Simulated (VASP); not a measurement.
# Ru (P6_3/mmc) in VASP: settings compared

Ru is run at these levels: LDA, PBEsol; tasks: single point.

Program: VASP 6.6.1. These are calculated values, not measurements. Logs are shortened: lines on timing, memory, paths and dates and some standing lists are left out, and cuts for length are marked.

### 1 The cell of the first run

The structure is hexagonal, space group P6_3/mmc (No. 194). Conventional cell: a = 2.651 Å, b = 2.651 Å, c = 4.194 Å, α = 90.00°, β = 90.00°, γ = 120.00°. Ru (site symmetry -6m2) has 12 Ru at 2.60 to 2.65 Å within 3.4 Å.

### 2 Single point, LDA (volume scaled by 0.94)

The input, INCAR:

```
PREC     = Accurate       # precision mode
ENCUT    = 520            # plane-wave cutoff, eV
EDIFF    = 1E-7           # SCF threshold, eV
ISMEAR   = -1             # smearing method
SIGMA    = 0.05           # smearing width, eV
LREAL    = False          # projectors in reciprocal space
LASPH    = True           # aspherical terms in the spheres
NELM     = 60             # most SCF steps
ALGO     = Normal         # electronic algorithm
ISIF     = 2              # what is computed and relaxed
LWAVE    = False          # write WAVECAR
LCHARG   = True           # write CHGCAR
LELF     = True           # ELF
LVHAR    = True         
NBANDS   = 21             # bands
```

The input, KPOINTS:

```
Automatic mesh
0
Gamma
  11 11 6
```

The input, POSCAR:

```
Ru
1.0
    2.6505640930      0.0000000000      0.0000000000
   -1.3252820465      2.2954558389      0.0000000000
    0.0000000000      0.0000000000      4.1944897589
Ru
2
Direct
    0.6666666667      0.3333333333      0.7500000000
    0.3333333333      0.6666666667      0.2500000000
```

Potentials or basis: VASP PAW LDA potentials, release 64 (Ru_pv).

Started as:

```bash
cat potpaw_LDA.64/Ru_pv/POTCAR > POTCAR
mpirun -np 1 vasp_std > vasp.out
```

OUTCAR:

```text
PREC = Accurate
   ENCUT = 520
   EDIFF = 1E-7
   ISMEAR = -1
   LREAL = False
   LASPH = True
   NELM = 60
   ISIF = 2

 ion  position               nearest neighbor table
   1  0.667  0.333  0.750-   2 2.60   2 2.60   2 2.60   2 2.60   2 2.60   2 2.60
   2  0.333  0.667  0.250-   1 2.60   1 2.60   1 2.60   1 2.60   1 2.60   1 2.60

  LATTYP: Found a hexagonal cell.
 ALAT       =     2.6505640930
 C/A-ratio  =     1.5824894670

  Lattice vectors:

 A1 = (   2.6505640930,   0.0000000000,   0.0000000000)
 A2 = (  -1.3252820465,   2.2954558389,   0.0000000000)
 A3 = (   0.0000000000,   0.0000000000,   4.1944897589)

Analysis of symmetry for initial positions (statically):
=====================================================================
 Subroutine PRICEL returns:
 Original cell was already a primitive cell.

 Routine SETGRP: Setting up the symmetry group for a
 hexagonal supercell.

 Subroutine GETGRP returns: Found 24 space group operations
 (whereof 12 operations were pure point group operations)
 out of a pool of 24 trial point group operations.

The static configuration has the point symmetry D_3d.
 The point group associated with its full space group is D_6h.

Analysis of symmetry for dynamics (positions and initial velocities):
=====================================================================
 Subroutine PRICEL returns:
 Original cell was already a primitive cell.

 Routine SETGRP: Setting up the symmetry group for a
 hexagonal supercell.

 Subroutine GETGRP returns: Found 24 space group operations
 (whereof 12 operations were pure point group operations)
 out of a pool of 24 trial point group operations.

The dynamic configuration has the point symmetry D_3d.
 The point group associated with its full space group is D_6h.

 Subroutine INISYM returns: Found 24 space group operations
 (whereof 12 operations are pure point group operations),
 and found     1 'primitive' translations

----------------------------------------------------------------------------------------

                                     Primitive cell

  volume of cell :      25.5203

  direct lattice vectors                    reciprocal lattice vectors
     2.650564093  0.000000000  0.000000000     0.377278181  0.217821659  0.000000000
    -1.325282046  2.295455839  0.000000000     0.000000000  0.435643319  0.000000000
     0.000000000  0.000000000  4.194489759     0.000000000  0.000000000  0.238408020

  length of vectors
     2.650564093  2.650564093  4.194489759     0.435643319  0.435643319  0.238408020

  position of ions in fractional coordinates (direct lattice)
     0.666666667  0.333333333  0.750000000
     0.333333333  0.666666667  0.250000000

  ion indices of the primitive-cell ions
   primitive index   ion index
                 1           1
                 2           2

----------------------------------------------------------------------------------------

 KPOINTS: Automatic mesh

Automatic generation of k-mesh.
 Grid dimensions read from file:
 generate k-points for:   11   11    6

 Generating k-lattice:

  Cartesian coordinates                     Fractional coordinates (reciprocal lattice)
     0.034298016  0.019801969  0.000000000     0.090909091 -0.000000000  0.000000000
     0.000000000  0.039603938  0.000000000     0.000000000  0.090909091  0.000000000
     0.000000000  0.000000000  0.039734670     0.000000000  0.000000000  0.166666667

  Length of vectors
     0.039603938  0.039603938  0.039734670

  Shift w.r.t. Gamma in fractional coordinates (k-lattice)
     0.000000000  0.000000000  0.000000000

 Subroutine IBZKPT returns following result:
 ===========================================

 Found     64 irreducible k-points:

 Following reciprocal coordinates:
            Coordinates               Weight
  0.000000  0.000000  0.000000      1.000000
  0.090909 -0.000000  0.000000      6.000000
  0.181818  0.000000  0.000000      6.000000
  0.272727  0.000000  0.000000      6.000000
  0.363636 -0.000000  0.000000      6.000000
  0.454545 -0.000000  0.000000      6.000000
[... 16 lines left out ...]
  0.090909  0.090909  0.166667     12.000000
  0.181818  0.090909  0.166667     24.000000
 [... further k-points ...]
   k-points           NKPTS =     64   k-points in BZ     NKDIM =     64   number of bands    NBANDS=     21
   number of dos      NEDOS =    301   number of ions     NIONS =      2
   total plane-waves  NPLWV =  12800
   dimension x,y,z NGX =    20 NGY =   20 NGZ =   32
   dimension x,y,z NGXF=    40 NGYF=   40 NGZF=   64
   ions per type =               2
   NGX,Y,Z   is equivalent  to a cutoff of  12.54, 12.54, 12.68 a.u.
   NGXF,Y,Z  is equivalent  to a cutoff of  25.09, 25.09, 25.37 a.u.
 SYSTEM =  unknown system
   PREC   = accura    normal or accurate (medium, high low for compatibility)
   ISTART =      0    job   : 0-new  1-cont  2-samecut
   ICHARG =      2    charge: 1-file 2-atom 10-const
   ISPIN  =      1    spin polarized calculation?
   LNONCOLLINEAR =      F non collinear calculations
   LSORBIT =      F    spin-orbit coupling
   LASPH  =      T    aspherical Exc in radial PAW
   ENCUT  =  520.0 eV  38.22 Ry    6.18 a.u.   4.93  4.93  7.80*2*pi/ulx,y,z
   NELM   =     60;   NELMIN=  2; NELMDL= -5     # of ELM steps
   EDIFF  = 0.1E-06   stopping-criterion for ELM
   LREAL  =      F    real-space projection
   EDIFFG = 0.1E-05   stopping-criterion for IOM
   NSW    =      0    number of steps for IOM
   IBRION =     -1    ionic relax: 0-MD 1-quasi-New 2-CG
   NFREE  =      0    steps in history (QN), initial steepest desc. (CG)
   ISIF   =      2    stress and relaxation
   ISYM   =      2    0-nonsym 1-usesym 2-fastsym
   POTIM  = 0.5000    time-step for ionic-motion
   TEBEG  =    0.0;   TEEND  =   0.0 temperature during run
   PSTRESS=    0.0 pullay stress
   NELECT =      28.0000    total number of electrons
   NUPDOWN=      -1.0000    fix difference up-down
   EMIN   =  10.00;   EMAX   =-10.00  energy-range for DOS
   EFERMI =   0.00;   METHOD = LEGACY
   ISMEAR =    -1;   SIGMA  =   0.05  broadening in eV -4-tet -1-fermi 0-gaus
   EFERMI_NEDOS =   21; number of points for ismear=-14 and -15
   IALGO  =     38    algorithm
   IMIX   =      4    mixing-type and parameters
     AMIX     =   0.40;   BMIX     =  1.00
     AMIX_MAG =   1.60;   BMIX_MAG =  1.00
  volume/ion in A,a.u.               =      12.76        86.11
  Fermi-wavevector in a.u.,A,eV,Ry     =   1.688491  3.190785 38.790228  2.851001
  Thomas-Fermi vector in A             =   2.770788
   LORBIT       =      0    0 simple, 1 ext, 2 COOP (PROOUT), +10 PAW based schemes
   GGA     = CA    functional components
   LHFCALC =     F    Hartree Fock is set to
   AEXX    =    0.0000 exact exchange contribution
   IVDW    =     0    specifies the selected vdW correction
   LEPSILON=     F    determine dielectric tensor
   LRPA    =     F    only Hartree local field effects (RPA)
 non-spin polarized calculation
  energy-cutoff  :      520.00
  volume of cell :       25.52
 maximum number of plane-waves:       702
 NGX is ok and might be reduce to    20
   NGX =  9   NGY =  9   NGZ = 15

 number of electron      27.9999992 magnetization

 Free energy of the ion-electron system (eV)
  ---------------------------------------------------
  ext. energy  EPLUGINS =         0.00000000
  ---------------------------------------------------
  free energy    TOTEN  =       -21.36150281 eV

  energy without entropy =      -21.34619092  energy(sigma->0) =      -21.35384686

 E-fermi :  13.8001     XC(G=0): -14.7641

 val. band max:       13.7815399973   @ k =   0.2727   0.0000   0.0000
 cond. band min:      13.8111334685   @ k =   0.2727   0.1818   0.1667
 fundamental gap:      0.0295934712
 Fermi energy:        13.8001349746

 k-point     1 :       0.0000    0.0000    0.0000
  band No.  band energies     occupation
      1     -29.8459      2.00000
      2     -28.6836      2.00000
      3     -28.6836      2.00000
      4     -28.4745      2.00000
      5     -28.4745      2.00000
      6     -28.4225      2.00000
[... 13 lines left out ...]
     20      23.7970      0.00000
     21      24.9409      0.00000

 k-point     2 :       0.0909   -0.0000    0.0000
  band No.  band energies     occupation
      1     -29.8111      2.00000
      2     -28.7586      2.00000
      3     -28.7087      2.00000
      4     -28.5524      2.00000
      5     -28.4846      2.00000
      6     -28.4386      2.00000
[... 13 lines left out ...]
     20      23.7969      0.00000
     21      24.8906      0.00000

 k-point     3 :       0.1818    0.0000    0.0000
  band No.  band energies     occupation
      1     -29.7121      2.00000
      2     -28.9595      2.00000
      3     -28.7735      2.00000
      4     -28.7559      2.00000
      5     -28.5135      2.00000
      6     -28.4873      2.00000
[... 13 lines left out ...]
     20      23.7968      0.00000
     21      24.7085      0.00000

 k-point     4 :       0.2727    0.0000    0.0000
  band No.  band energies     occupation
      1     -29.5653      2.00000
      2     -29.2219      2.00000
      3     -29.0108      2.00000
      4     -28.8542      2.00000
      5     -28.5679      2.00000
      6     -28.5546      2.00000
[... 13 lines left out ...]
     20      23.7967      0.00000
     21      24.4400      0.00000

 k-point     5 :       0.3636   -0.0000    0.0000
  band No.  band energies     occupation
      1     -29.4616      2.00000
      2     -29.3993      2.00000
      3     -29.2349      2.00000
      4     -28.9255      2.00000
      5     -28.6726      2.00000
      6     -28.5942      2.00000
[... 13 lines left out ...]
     20      23.8653      0.00000
     21      24.6478      0.00000
[... 382 lines left out ...]
     20      23.7966      0.00000
     21      25.6096      0.00000

 k-point    22 :       0.4545   -0.0000    0.1667
  band No.  band energies     occupation
      1     -29.6721      2.00000
      2     -29.4447      2.00000
      3     -29.1436      2.00000
      4     -28.9440      2.00000
      5     -28.7363      2.00000
      6     -28.6423      2.00000
[... 13 lines left out ...]
     20      23.7957      0.00000
     21      25.0477      0.00000

 k-point    23 :       0.0909    0.0909    0.1667
  band No.  band energies     occupation
      1     -29.6745      2.00000
      2     -28.8550      2.00000
      3     -28.8013      2.00000
      4     -28.7033      2.00000
      5     -28.5325      2.00000
      6     -28.5038      2.00000
[... 13 lines left out ...]
     20      23.7969      0.00000
     21      26.1967      0.00000

 k-point    24 :       0.1818    0.0909    0.1667
  band No.  band energies     occupation
      1     -29.5878      2.00000
      2     -29.0572      2.00000
      3     -28.9963      2.00000
      4     -28.7996      2.00000
      5     -28.5890      2.00000
      6     -28.5464      2.00000
[... 13 lines left out ...]
     20      23.7968      0.00000
     21      26.2398      0.00000

 [... further k-points ...]
[... 5 lines left out ...]
  --------------------------------------------------------------------------------------
  -------------------------------------------------------------------------------------
  Total        1.7139172      1.7139172      1.8340054      0.0000000      0.0000000     -0.0000000
  in kB      107.6004338    107.6004338    115.1396235      0.0000000      0.0000000     -0.0000000
  external PRESSURE =     110.1134971 kB  Pullay stress =       0.0000000 kB

 VOLUME and BASIS-vectors are now :
 -----------------------------------------------------------------------------
  energy-cutoff  :      520.00
  volume of cell :       25.52
      direct lattice vectors                 reciprocal lattice vectors
     2.650564093  0.000000000  0.000000000     0.377278181  0.217821659  0.000000000
    -1.325282046  2.295455839  0.000000000     0.000000000  0.435643319  0.000000000
     0.000000000  0.000000000  4.194489759     0.000000000  0.000000000  0.238408020

 POSITION                                       TOTAL-FORCE (eV/Angst)
 -----------------------------------------------------------------------------------
      1.32528      0.76515      3.14587        -0.000000     -0.000000      0.000000
     -0.00000      1.53030      1.04862         0.000000      0.000000      0.000000
 -----------------------------------------------------------------------------------
    total drift:                               -0.000000      0.000000     -0.000000

  FREE ENERGIE OF THE ION-ELECTRON SYSTEM (eV)
  ---------------------------------------------------
  free  energy   TOTEN  =       -21.3615028054 eV

  energy  without entropy=      -21.3461909184  energy(sigma->0) =      -21.35384686
```

Wall time 10 s (1 thread of Intel Xeon 6975P-C (Granite Rapids), shared host); peak memory 0.14 GiB.

Results:

| Property | Result |
| --- | --- |
| Free energy | -21.3615 eV |
| Pressure | 11.0 GPa |
| Band gap on the k mesh | zero (band 14 reaches 15.54 eV, above the bottom of band 15 at 12.14 eV) |

Levels at points of the mesh, in eV from the Fermi level:
```csv
k point,band 12,band 13,band 14,band 15,band 16,band 17
"(0.00, 0.00, 0.00)",-2.04,-2.04,-1.46,-1.46,1.38,1.38
"(0.00, 0.00, 0.50)",-2.98,-2.85,-2.85,0.69,0.69,0.69
```

(Continued in part 2 of 2.)
